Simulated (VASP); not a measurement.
La:

```
CELL_PARAMETERS angstrom
3.79631 0.00000 0.00000
-1.89816 3.28770 0.00000
0.00000 0.00000 12.04126
ATOMIC_POSITIONS crystal
La 0.00000 0.00000 0.00000
La 0.00000 0.00000 0.50000
La 0.33333 0.66667 0.25000
La 0.66667 0.33333 0.75000
```

* Program: VASP 6.6.1
* Task: relaxation of cell and atoms
* Functional: PBEsol
* Potentials or basis: VASP PAW PBE potentials, release 64 (La)
* Cutoff: 600 eV
* k mesh: 12 × 12 × 4
* Occupations: gaussian, width 0.1 eV
* Spin: no spin polarisation

At the start: pressure -2.3 GPa; volume 37.57 Å³/atom.

How do energy, volume and symmetry change on relaxing?

Over 8 steps the energy falls by 27.8 meV/atom and the volume is 34.07 Å³/atom (-9.3 %); space group P6_3/mmc (No. 194, to 0.1 Å) before and after.

Step by step:
```
step  energy change (eV)  largest force (eV/Å)  pressure (GPa)  volume (Å³)
   1              0.0000                0.0000           -2.32       150.29
   2             -0.1067                0.0000           -0.48       138.78
   3             -0.1106                0.0000            0.00       136.46
   4             -0.1106                0.0000            0.03       136.19
   5             -0.1110                0.0000            0.02       136.23
   6             -0.1110                0.0000            0.01       136.25
   7             -0.1110                0.0000           -0.02       136.27
   8             -0.1110                0.0000            0.00       136.26
```

Final structure:
```yaml
crystal:
  lattice:
    - [3.65725, 0.00000, 0.00000]
    - [-1.82862, 3.16727, 0.00000]
    - [0.00000, 0.00000, 11.76335]
  atoms:
    - { symbol: La, position: [0.00000, 0.00000, 0.00000] }
    - { symbol: La, position: [0.00000, 0.00000, 0.50000] }
    - { symbol: La, position: [0.33333, 0.66667, 0.25000] }
    - { symbol: La, position: [0.66667, 0.33333, 0.75000] }
```

Caveat: the PAW data sets were made with another functional, which shifts forces and pressure a little.
